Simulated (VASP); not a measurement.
Write the native input for VASP 6.6.1 that does the following.

- Task: relaxation of the atoms
- Functional: PBEsol
- Potentials or basis: VASP PAW PBE potentials, release 64 (Rb_sv, Cl)
- Cutoff: 450 eV
- k mesh: 6 × 6 × 6
- Occupations: gaussian, width 0.01 eV
- Spin: no spin polarisation
- Dipole correction: no
- Further INCAR settings: ALGO = Normal; EDIFF = 1e-07; IBRION = 2; EDIFFG = -0.002; NSW = 50

The structure of RbCl lies in POSCAR:

```
RbCl
1.0
   -0.0163700000      3.2658150000      3.2658150000
    3.2658150000     -0.0163700000      3.2658150000
    3.2658150000      3.2658150000     -0.0163700000
Rb Cl
1 1
Direct
    0.0000000000      0.0000000000      0.0000000000
    0.5000000000      0.5000000000      0.5000000000
```

This cell differs from its parent crystal: equal xy, yz and zx engineering shears of -0.5 %.

One way to write it, as run:

INCAR

```
PREC = Accurate
ENCUT = 450
EDIFF = 1E-7
ISMEAR = 0
SIGMA = 0.01
LREAL = F
LASPH = T
NELM = 120
ALGO = Normal
ISIF = 2
LWAVE = F
LCHARG = F
GGA = PS
IBRION = 2
NSW = 50
EDIFFG = -0.002
GGA_COMPAT = F
NELMIN = 4
```

KPOINTS

```
regular mesh
0
Gamma
  6 6 6
```

Potentials or basis: VASP PAW PBE potentials, release 64 (Rb_sv, Cl).

The run is started by

```console
$ cat potpaw_PBE.64/Rb_sv/POTCAR potpaw_PBE.64/Cl/POTCAR > POTCAR
$ mpirun -np 1 vasp_std > vasp.out
```

Results of the run:

```json
{
 "Pressure after relaxing": "0.0 GPa",
 "Band gap on the k mesh": "4.88 eV, direct"
}
```

Caveat: the cell differs from its parent crystal (equal xy, yz and zx engineering shears of -0.5 %); the relaxation stopped at its first step, so nothing moved; the PAW data sets were made with another functional, which shifts forces and pressure a little.

It took 7.4 s on 1 thread of Intel(R) Xeon(R) 6975P-C (Granite Rapids), on a shared host, peak memory 0.17 GiB.
